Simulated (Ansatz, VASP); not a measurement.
# Sb: VASP beside Ansatz

```
Sb
1.0
     3.08452    0.00000    0.00000
     0.00000    4.32717    0.00000
     0.00000    0.00000   14.80921
Sb
6
Direct
  0.50000 0.50000 0.39704
  0.50000 0.50000 0.89704
  0.50000 0.50000 0.10296
  0.50000 0.50000 0.60296
  0.50000 0.00000 0.25000
  0.50000 0.00000 0.75000
```

Alike in both runs: task single point; functional PBE; k mesh 8 × 6 × 2; occupations gaussian, width 0.2 eV; no spin polarisation.

|  | VASP | Ansatz |
| --- | --- | --- |
| version | VASP 6.6.1 | Ansatz 0.2.0 |
| potentials or method | VASP PAW PBE potentials, release 64 (Sb), cutoff 520 eV | scalar-relativistic, plane waves, PAW |
| valence electrons in the cell | 30 | 90 |

|  | VASP | Ansatz | Ansatz less VASP |
| --- | --- | --- | --- |
| gap on the k mesh at the Fermi level (eV) | none | none | - |
| pressure (GPa) | -0.1 | -0.1 | +0.01 |
| traceless stress, the component that is largest in VASP (GPa) | -0.70 | -0.71 | -0.004 |
| rms of the force components (eV/Å) | 0.059 | 0.058 | -0.0013 |

Atom by atom the forces differ by 0.001 eV/Å (rms over components). A gap of «none» marks a metal or a gap that the smearing closes. VASP's potentials hold 30 valence electrons a cell and Ansatz's 90, so a difference there can come from the potentials and not from the codes.

Neither program's run includes spin-orbit coupling.
